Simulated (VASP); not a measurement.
Input of a VASP 6.6.1 run:

The input INCAR:

```
ALGO = Normal ; EDIFF = 1E-6
ENCUT = 750 ; GGA = PE
GGA_COMPAT = F ; ISIF = 2
ISMEAR = 0 ; LASPH = T
LCHARG = F ; LREAL = F
LWAVE = F ; NBANDS = 12
NELM = 120 ; PREC = Accurate
SIGMA = 0.01
```

Contents of KPOINTS:

```
k-points
0
Gamma
  2 2 2
```

File POSCAR:

```
LiCl
1.0
    0.0000000000      2.5700000000      2.5700000000
    2.5700000000      0.0000000000      2.5700000000
    2.5700000000      2.5700000000      0.0000000000
Li Cl
1 1
Direct
    0.0000000000      0.0000000000      0.0000000000
    0.5000000000      0.5000000000      0.5000000000
```

Potentials or basis: VASP PAW PBE potentials, release 64 (Li_sv, Cl).

Command:

```sh
$ cat potpaw_PBE.64/Li_sv/POTCAR potpaw_PBE.64/Cl/POTCAR > POTCAR
$ mpirun -np 1 vasp_std > vasp.out
```

(1) What does it give for the band gap on the k mesh?

(2) Estimate the pressure.

Results:

(1) 6.21 eV, direct.

(2) 5.4 GPa.

Caveat: the k points lie up to 1.06 Å⁻¹ apart.
